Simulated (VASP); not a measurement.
# SnTe (Fm-3m) in VASP: further runs, part 3 of 3

VASP 6.6.1. Earlier steps stand in the parts before.

### 6 Electric field gradients, LDA (volume scaled by 1.01)

INCAR reads:

```
PREC     = Accurate       # precision mode
ENCUT    = 520            # plane-wave cutoff, eV
EDIFF    = 1E-8           # SCF threshold, eV
ISMEAR   = -1             # smearing method
SIGMA    = 0.08           # smearing width, eV
LREAL    = False          # projectors in reciprocal space
LASPH    = True           # aspherical terms in the spheres
NELM     = 80             # most SCF steps
ALGO     = Normal         # electronic algorithm
ISIF     = 2              # what is computed and relaxed
LWAVE    = False          # write WAVECAR
LCHARG   = False          # write CHGCAR
GGA      = CA             # functional
LEFG     = True         
NBANDS   = 17             # bands
```

KPOINTS reads:

```
regular mesh
0
Gamma
  11 11 11
```

POSCAR reads:

```
SnTe
1.0
    0.0000000000      3.1669867880      3.1669867880
    3.1669867880      0.0000000000      3.1669867880
    3.1669867880      3.1669867880      0.0000000000
Sn Te
1 1
Direct
    0.0000000000      0.0000000000      0.0000000000
    0.5000000000      0.5000000000      0.5000000000
```

Potentials or basis: VASP PAW LDA potentials, release 64 (Sn_d, Te).

On the command line:

```sh
$ cat potpaw_LDA.64/Sn_d/POTCAR potpaw_LDA.64/Te/POTCAR > POTCAR
$ mpirun -np 1 vasp_std > vasp.out
```

OUTCAR:

```text
PREC = Accurate
   ENCUT = 520
   EDIFF = 1E-8
   ISMEAR = -1
   LREAL = False
   LASPH = True
   NELM = 80
   ISIF = 2
   GGA = CA

 ion  position               nearest neighbor table
   1  0.000  0.000  0.000-   2 3.17   2 3.17   2 3.17   2 3.17   2 3.17   2 3.17
   2  0.500  0.500  0.500-   1 3.17   1 3.17   1 3.17   1 3.17   1 3.17   1 3.17

  LATTYP: Found a face centered cubic cell.
 ALAT       =     6.3339735760

  Lattice vectors:

 A1 = (   0.0000000000,   3.1669867880,   3.1669867880)
 A2 = (   3.1669867880,   0.0000000000,   3.1669867880)
 A3 = (   3.1669867880,   3.1669867880,   0.0000000000)

Analysis of symmetry for initial positions (statically):
=====================================================================
 Subroutine PRICEL returns:
 Original cell was already a primitive cell.

 Routine SETGRP: Setting up the symmetry group for a
 face centered cubic supercell.

 Subroutine GETGRP returns: Found 48 space group operations
 (whereof 48 operations were pure point group operations)
 out of a pool of 48 trial point group operations.

The static configuration has the point symmetry O_h .

Analysis of symmetry for dynamics (positions and initial velocities):
=====================================================================
 Subroutine PRICEL returns:
 Original cell was already a primitive cell.

 Routine SETGRP: Setting up the symmetry group for a
 face centered cubic supercell.

 Subroutine GETGRP returns: Found 48 space group operations
 (whereof 48 operations were pure point group operations)
 out of a pool of 48 trial point group operations.

The dynamic configuration has the point symmetry O_h .

 Subroutine INISYM returns: Found 48 space group operations
 (whereof 48 operations are pure point group operations),
 and found     1 'primitive' translations

----------------------------------------------------------------------------------------

                                     Primitive cell

  volume of cell :      63.5285

  direct lattice vectors                    reciprocal lattice vectors
     0.000000000  3.166986788  3.166986788    -0.157878777  0.157878777  0.157878777
     3.166986788  0.000000000  3.166986788     0.157878777 -0.157878777  0.157878777
     3.166986788  3.166986788  0.000000000     0.157878777  0.157878777 -0.157878777

  length of vectors
     4.478795667  4.478795667  4.478795667     0.273454063  0.273454063  0.273454063

  position of ions in fractional coordinates (direct lattice)
     0.000000000  0.000000000  0.000000000
     0.500000000  0.500000000  0.500000000

  ion indices of the primitive-cell ions
   primitive index   ion index
                 1           1
                 2           2

----------------------------------------------------------------------------------------

 KPOINTS: regular mesh

Automatic generation of k-mesh.
 Grid dimensions read from file:
 generate k-points for:   11   11   11

 Generating k-lattice:

[... 69 lines left out ...]
   POTIM  = 0.5000    time-step for ionic-motion
   TEBEG  =    0.0;   TEEND  =   0.0 temperature during run
   PSTRESS=    0.0 pullay stress
   NELECT =      20.0000    total number of electrons
   NUPDOWN=      -1.0000    fix difference up-down
   EMIN   =  10.00;   EMAX   =-10.00  energy-range for DOS
   EFERMI =   0.00;   METHOD = LEGACY
   ISMEAR =    -1;   SIGMA  =   0.08  broadening in eV -4-tet -1-fermi 0-gaus
   EFERMI_NEDOS =   21; number of points for ismear=-14 and -15
   IALGO  =     38    algorithm
   IMIX   =      4    mixing-type and parameters
     AMIX     =   0.40;   BMIX     =  1.00
     AMIX_MAG =   1.60;   BMIX_MAG =  1.00
  volume/ion in A,a.u.               =      31.76       214.36
  Fermi-wavevector in a.u.,A,eV,Ry     =   1.113684  2.104557 16.875193  1.240292
  Thomas-Fermi vector in A             =   2.250271
   LORBIT       =      0    0 simple, 1 ext, 2 COOP (PROOUT), +10 PAW based schemes
   GGA     = CA    functional components
   LHFCALC =     F    Hartree Fock is set to
   AEXX    =    0.0000 exact exchange contribution
   IVDW    =     0    specifies the selected vdW correction
   LEPSILON=     F    determine dielectric tensor
   LRPA    =     F    only Hartree local field effects (RPA)
 non-spin polarized calculation
  energy-cutoff  :      520.00
  volume of cell :       63.53
 maximum number of plane-waves:      1735
 NGX is ok and might be reduce to    36
   NGX = 17   NGY = 17   NGZ = 17

 number of electron      20.0000000 magnetization

 Free energy of the ion-electron system (eV)
  ---------------------------------------------------
  ext. energy  EPLUGINS =         0.00000000
  ---------------------------------------------------
  free energy    TOTEN  =        -8.81461104 eV

  energy without entropy =       -8.81299112  energy(sigma->0) =       -8.81380108

 E-fermi :   6.5172     XC(G=0):  -9.6724

 val. band max:        6.3414148053   @ k =   0.4545   0.0000   0.0000
 cond. band min:       6.7604391030   @ k =   0.4545   0.0000   0.0000
 fundamental gap:      0.4190242977
 Fermi energy:         6.5172307106

 k-point     1 :       0.0000    0.0000    0.0000
  band No.  band energies     occupation
      1     -15.2394      2.00000
      2     -15.2394      2.00000
      3     -15.2312      2.00000
      4     -15.2312      2.00000
      5     -15.2312      2.00000
      6      -6.1612      2.00000
[... 457 lines left out ...]
      4     -15.2281      2.00000
      5     -15.2267      2.00000
      6      -5.4892      2.00000
[... 9 lines left out ...]
     16      14.3770      0.00000
     17      14.5299      0.00000

 [... further k-points ...]

------------------------ aborting loop because EDIFF is reached ----------------------------------------

  FORCE on cell =-STRESS in cart. coord.  units (eV):
  Direction    XX          YY          ZZ          XY          YZ          ZX
  --------------------------------------------------------------------------------------
  -------------------------------------------------------------------------------------
  Total       -0.8273736     -0.8273736     -0.8273736      0.0000000     -0.0000000      0.0000000
  in kB      -20.8662057    -20.8662057    -20.8662057      0.0000000     -0.0000000      0.0000000
  external PRESSURE =     -20.8662057 kB  Pullay stress =       0.0000000 kB

 VOLUME and BASIS-vectors are now :
 -----------------------------------------------------------------------------
  energy-cutoff  :      520.00
  volume of cell :       63.53
      direct lattice vectors                 reciprocal lattice vectors
     0.000000000  3.166986788  3.166986788    -0.157878777  0.157878777  0.157878777
     3.166986788  0.000000000  3.166986788     0.157878777 -0.157878777  0.157878777
     3.166986788  3.166986788  0.000000000     0.157878777  0.157878777 -0.157878777

 POSITION                                       TOTAL-FORCE (eV/Angst)
 -----------------------------------------------------------------------------------
      0.00000      0.00000      0.00000         0.000000      0.000000      0.000000
      3.16699      3.16699      3.16699        -0.000000     -0.000000     -0.000000
 -----------------------------------------------------------------------------------
    total drift:                               -0.000000      0.000000      0.000000

  FREE ENERGIE OF THE ION-ELECTRON SYSTEM (eV)
  ---------------------------------------------------
  free  energy   TOTEN  =        -8.8146110387 eV

  energy  without entropy=       -8.8129911227  energy(sigma->0) =       -8.81380108

 Electric field gradients (V/A^2)
---------------------------------------------------------------------
 ion       V_xx      V_yy      V_zz      V_xy      V_xz      V_yz
---------------------------------------------------------------------
   1       0.000     0.000     0.000    -0.002    -0.002    -0.002
   2      -0.000     0.000    -0.000     0.000     0.000     0.000
---------------------------------------------------------------------

 Electric field gradients after diagonalization (V/A^2)
 (convention: |V_zz| > |V_xx| > |V_yy|)
----------------------------------------------------------------------
 ion       V_xx      V_yy      V_zz     asymmetry (V_yy - V_xx)/ V_zz
----------------------------------------------------------------------
   1       0.002     0.002    -0.004       0.000
   2      -0.000    -0.000     0.000       0.000
----------------------------------------------------------------------

           NMR quadrupolar parameters

 Cq : quadrupolar parameter    Cq=e*Q*V_zz/h
 eta: asymmetry parameters     (V_yy - V_xx)/ V_zz
 Q  : nuclear electric quadrupole moment in mb (millibarn)
----------------------------------------------------------------------
 ion       Cq(MHz)       eta       Q (mb)
----------------------------------------------------------------------
   1      -0.000       0.000       1.000
   2       0.000       0.000       1.000
----------------------------------------------------------------------
```

Run time: 50 s. Hardware: 1 thread of Intel Xeon Platinum 8259CL at 2.50GHz (Skylake/Cascade Lake), shared host; peak memory 0.2 GiB.

Results:

```yaml
Free_energy: -8.8146 eV
Pressure: -2.1 GPa
```

Caveat: this odd mesh misses L, where the gap lies, so gap, dielectric constants and Born charges aren't listed; without QUAD_EFG the Cq values of the log hold for a quadrupole moment of 1 mb, not for the nuclei; spin-orbit coupling is left out, which moves the levels of the heavy elements.

### 7 Summary

```csv
cell,pressure (GPa)
"a = 4.373 Å, angles 60.0°, 2 atoms",1.4
"a = 4.434 Å, angles 60.0°, 2 atoms",-0.8
"a = 4.479 Å, angles 60.0°, 2 atoms",-2.1
```

Alike in all rows: task electric field gradients; level LDA; potentials or basis VASP PAW LDA potentials, release 64 (Sn_d, Te); no spin polarisation; k mesh 11 × 11 × 11; cutoff (eV) 520; smearing fermi-dirac 0.08 eV.

Caveats: spin-orbit coupling is left out, which moves the levels of the heavy elements.

Total energies depend on the potentials used, so only differences within one code and one set of settings carry meaning.
